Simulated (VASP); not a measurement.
Set up this calculation in VASP 6.6.1, as the native input.

```
Task                   : single point
Functional             : r2SCAN
Potentials or basis    : VASP PAW PBE potentials, release 64 (In_d, Sb)
Cutoff                 : 550 eV
k mesh                 : 12 × 12 × 8
Occupations            : gaussian, width 0.15 eV
Spin                   : no spin polarisation
Dipole correction      : no
Further INCAR settings : ALGO = Normal; EDIFF = 1e-06; NBANDS = 40
```

The system is In2Sb.

```
In Sb
1.0
     5.25300    0.00000    0.00000
    -2.62650    4.54923    0.00000
     0.00000    0.00000    6.25390
In Sb
4 2
Direct
  0.66667 0.33333 0.25000
  0.33333 0.66667 0.75000
  0.00000 0.00000 0.50000
  0.00000 0.00000 0.00000
  0.66667 0.33333 0.75000
  0.33333 0.66667 0.25000
```

This cell differs from its parent crystal: strain -0.030 along x and y, -0.030 along z.

One way to write it, as run:

POSCAR

```
In2Sb
1.0
    5.2529978787      0.0000000000      0.0000000000
   -2.6264989393      4.5492296090      0.0000000000
    0.0000000000      0.0000000000      6.2538990623
In Sb
4 2
Direct
    0.6666666667      0.3333333333      0.2500000000
    0.3333333333      0.6666666667      0.7500000000
    0.0000000000      0.0000000000      0.5000000000
    0.0000000000      0.0000000000      0.0000000000
    0.6666666667      0.3333333333      0.7500000000
    0.3333333333      0.6666666667      0.2500000000
```

INCAR.step1

```
PREC = Accurate
ENCUT = 550
ISMEAR = 0
SIGMA = 0.15
LREAL = F
LASPH = T
NELM = 120
NBANDS = 40
GGA = PE
ALGO = Normal
EDIFF = 1E-5
LWAVE = T
LCHARG = F
GGA_COMPAT = F
```

INCAR.step2

```
PREC = Accurate
ENCUT = 550
EDIFF = 1E-6
ISMEAR = 0
SIGMA = 0.15
LREAL = F
LASPH = T
NELM = 120
ALGO = Normal
ISIF = 2
LWAVE = F
LCHARG = T
METAGGA = R2SCAN
LMIXTAU = T
LELF = T
LVHAR = T
NBANDS = 40
ISTART = 1
GGA_COMPAT = F
```

KPOINTS

```
regular mesh
0
Gamma
  12 12 8
```

Potentials or basis: VASP PAW PBE potentials, release 64 (In_d, Sb).

Launch:

```sh
$ cat potpaw_PBE.64/In_d/POTCAR potpaw_PBE.64/Sb/POTCAR > POTCAR
$ cp INCAR.step1 INCAR
$ mpirun -np 1 vasp_std > vasp.out
$ cp INCAR.step2 INCAR
$ mpirun -np 1 vasp_std > vasp.out
```

It gave:

```
Pressure               : 5.0 GPa
Band gap on the k mesh : zero (bands 31 and 32 overlap by 2.49 eV)
```

Caveat: the cell differs from its parent crystal (strain -0.030 along x and y, -0.030 along z); the cell stands under pressure; the PAW data sets were made with another functional, which shifts forces and pressure a little; spin-orbit coupling is left out, which moves the levels of the heavy elements.

Wall time 40 min on 1 thread of Oxide Virtual Turin-like Processor (shared host), peak memory 0.59 GiB.
